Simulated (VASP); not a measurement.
## ZnO (rock salt type): single point with PBE

ZnO (rock salt type):

```
Zn O
1.0
     0.00000    2.20686    2.20686
     2.20686    0.00000    2.20686
     2.20686    2.20686    0.00000
Zn O
1 1
Direct
  0.00000 0.00000 0.00000
  0.50000 0.50000 0.50000
```

```
Program                : VASP 6.6.1
Task                   : single point
Functional             : PBE
Potentials or basis    : VASP PAW PBE potentials, release 64 (Zn, O)
Cutoff                 : 520 eV
k mesh                 : 22 × 22 × 22
Occupations            : fermi-dirac, width 0.0612256 eV
Spin                   : no spin polarisation
Dipole correction      : no
Further INCAR settings : ALGO = Normal; EDIFF = 1e-06; NBANDS = 16
```

| Quantity | Value |
| --- | --- |
| Pressure | -7.7 GPa |
| Band gap on the k mesh | 0.48 eV, indirect (least direct gap 1.53 eV) |

Levels at points of the mesh, in eV from the valence-band top:
| k point | band 7 | band 8 | band 9 | band 10 | band 11 | band 12 |
| --- | --- | --- | --- | --- | --- | --- |
| (0.00, 0.00, 0.00) | -1.05 | -1.05 | -1.05 | 0.48 | 17.43 | 17.43 |
| (0.50, 0.00, 0.00) | -3.55 | 0.00 | 0.00 | 5.29 | 8.29 | 12.32 |
| (0.50, 0.50, 0.00) | -4.08 | -2.33 | -2.33 | 3.81 | 10.11 | 11.09 |

Wall time 29 s on 1 thread of Intel(R) Xeon(R) 6975P-C (Granite Rapids) (shared host), peak memory 0.22 GiB.

A k mesh can miss the band edges.
